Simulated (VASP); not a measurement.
TiB2: elastic constants with LDA

TiB2:

```
CELL_PARAMETERS angstrom
2.99389 0.00000 0.00000
-1.49694 2.59278 0.00000
0.00000 0.00000 3.15952
ATOMIC_POSITIONS crystal
Ti 0.00000 0.00000 0.00000
B 0.33333 0.66667 0.50000
B 0.66667 0.33333 0.50000
```

| Property | Result |
| --- | --- |
| Program | VASP 6.6.1 |
| Task | elastic constants |
| Functional | LDA |
| Potentials or basis | VASP PAW LDA potentials, release 64 (Ti_sv, B) |
| Cutoff | 600 eV |
| k mesh | 16 × 16 × 14 |
| Occupations | gaussian, width 0.2 eV |
| Spin | no spin polarisation |
| Dipole correction | no |
| Ions in elastic constants | relaxed |
| Further INCAR settings | ALGO = Normal; EDIFF = 1e-08; NBANDS = 16; IBRION = 6; POTIM = 0.015; NSW = 1; ISIF = 3 |

| Quantity | Value |
| --- | --- |
| Voigt bulk modulus | 282 GPa |
| Highest phonon frequency at Γ | 921 cm⁻¹ |

Phonon frequencies in cm⁻¹ (negative: imaginary):
```
              q point                    frequencies
(0.000, 0.000, 0.000)  0 0 0 537 537 541 577 921 921
```

Elastic tensor in Voigt notation (GPa, in the Cartesian axes of the cell as first typed):
```
709  74 118   0   0   0
 74 709 118   0   0   0
118 118 502   0   0   0
  0   0   0 291   0   0
  0   0   0   0 291   0
  0   0   0   0   0 318
```

Clamped-ion elastic tensor (GPa):
```
715  69 118   0   0   0
 69 715 118   0   0   0
118 118 502   0   0   0
  0   0   0 291   0   0
  0   0   0   0 291   0
  0   0   0   0   0 323
```

Wall time 82 min on 1 thread of Oxide Virtual Turin-like Processor, on a shared host, peak memory 0.86 GiB.
